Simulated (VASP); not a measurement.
Wanted: the native input for a VASP 6.6.1 run.

| Item | Value |
| --- | --- |
| Task | single point |
| Functional | PBEsol |
| Potentials or basis | VASP PAW PBE potentials, release 64 (Mo_sv, S) |
| Cutoff | 520 eV |
| k mesh | 12 × 12 × 1 |
| Occupations | gaussian, width 0.05 eV |
| Spin | no spin polarisation |
| Dipole correction | no |
| Further INCAR settings | ALGO = Normal; EDIFF = 1e-06; NBANDS = 49 |

The structure of MoS2 lies in POSCAR:

```
MoS2
1.0
    3.1407285108      0.0000000000      0.0000000000
   -1.5703642554      2.7199506767      0.0713987053
    0.0000000000      0.7353650455     28.0139064959
Mo S
3 6
Direct
    0.6666666667      0.3333333333      0.0000000000
    0.3333333333      0.6666666667      0.7755311770
    0.3333333333      0.6666666667      0.2244688230
    0.3333333333      0.6666666667      0.0556609006
    0.6666666667      0.3333333333      0.8311968859
    0.6666666667      0.3333333333      0.2800842459
    0.3333333333      0.6666666667      0.9443390994
    0.6666666667      0.3333333333      0.7199157541
    0.6666666667      0.3333333333      0.1688031141
```

This cell differs from its parent crystal: strain +0.0525 x Voigt [0, 0, 0, 1, 0, 0].

These files were run (other wordings do the same):

INCAR

```
ALGO     = Normal         # electronic algorithm
EDIFF    = 1E-6           # SCF threshold, eV
ENCUT    = 520            # plane-wave cutoff, eV
GGA      = PS             # functional
ISIF     = 2              # what is computed and relaxed
ISMEAR   = 0              # smearing method
LASPH    = T              # aspherical terms in the spheres
LCHARG   = F              # write CHGCAR
LREAL    = F              # projectors in reciprocal space
LWAVE    = F              # write WAVECAR
NBANDS   = 49             # bands
NELM     = 100            # most SCF steps
PREC     = Accurate       # precision mode
SIGMA    = 0.05           # smearing width, eV
```

KPOINTS

```
k-points
0
Gamma
  12 12 1
```

Potentials or basis: VASP PAW PBE potentials, release 64 (Mo_sv, S).

Run with:

```console
$ cat potpaw_PBE.64/Mo_sv/POTCAR potpaw_PBE.64/S/POTCAR > POTCAR
$ mpirun -np 1 vasp_std > vasp.out
```

Results of the run:

```yaml
Largest_force: 0.845 eV/Å
Band_gap_on_the_k_mesh: 1.18 eV (least direct gap 1.75 eV)
```

Caveat: the cell differs from its parent crystal (strain +0.0525 x Voigt [0, 0, 0, 1, 0, 0]); there is no dipole correction, which matters where the two faces differ; the PAW data sets were made with another functional, which shifts forces and pressure a little.

Run time: 11 min on 1 thread of Intel(R) Xeon(R) Platinum 8375C CPU @ 2.90GHz (Ice Lake), with other jobs on the host, peak memory 0.57 GiB.
